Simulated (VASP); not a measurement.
Wanted: the native input for a VASP 6.6.1 run.

| Item | Value |
| --- | --- |
| Task | single point |
| Functional | r2SCAN |
| Potentials or basis | VASP PAW PBE potentials, release 64 (Se) |
| Cutoff | 520 eV |
| k mesh | 5 × 5 × 4 |
| Occupations | fermi-dirac, width 0.02 eV |
| Spin | no spin polarisation |
| Dipole correction | no |
| Further INCAR settings | ALGO = Normal; EDIFF = 1e-06; NBANDS = 16 |

Se:

```
CELL_PARAMETERS angstrom
4.43958 0.00000 0.00000
-2.21979 3.84479 0.00000
0.00000 0.00000 5.03685
ATOMIC_POSITIONS crystal
Se 0.21967 0.00000 0.33333
Se 0.00000 0.21967 0.66667
Se 0.78033 0.78033 0.00000
```

The input as run:

POSCAR

```
Se
1.0
    4.4395775173      0.0000000000      0.0000000000
   -2.2197887587      3.8447869121      0.0000000000
    0.0000000000      0.0000000000      5.0368493273
Se
3
Direct
    0.2196705777      0.0000000000      0.3333333333
    0.0000000000      0.2196705777      0.6666666667
    0.7803294223      0.7803294223      0.0000000000
```

INCAR.step1

```
ALGO = Normal
EDIFF = 1E-4
ENCUT = 520
GGA = PE
ISMEAR = -1
LASPH = T
LCHARG = F
LREAL = F
LWAVE = T
NBANDS = 16
NELM = 100
PREC = Accurate
SIGMA = 0.02
```

INCAR.step2

```
ALGO = Normal
EDIFF = 1E-6
ENCUT = 520
ISIF = 2
ISMEAR = -1
ISTART = 1
LASPH = T
LCHARG = F
LMIXTAU = T
LREAL = F
LWAVE = F
METAGGA = R2SCAN
NBANDS = 16
NELM = 100
PREC = Accurate
SIGMA = 0.02
```

KPOINTS

```
k-points
0
Gamma
  5 5 4
```

Potentials or basis: VASP PAW PBE potentials, release 64 (Se).

Command:

```bash
$ cat potpaw_PBE.64/Se/POTCAR > POTCAR
$ cp INCAR.step1 INCAR
$ mpirun -np 1 vasp_std > vasp.out
$ cp INCAR.step2 INCAR
$ mpirun -np 1 vasp_std > vasp.out
```

It gave:

The pressure is -0.1 GPa. The largest force is 0.017 eV/Å and the band gap on the k mesh is 1.47 eV.

Caveat: the PAW data sets were made with another functional, which shifts forces and pressure a little.

It took 2.7 min on 1 thread of Intel Xeon 8259CL, with other jobs on the host, peak memory 0.23 GiB.
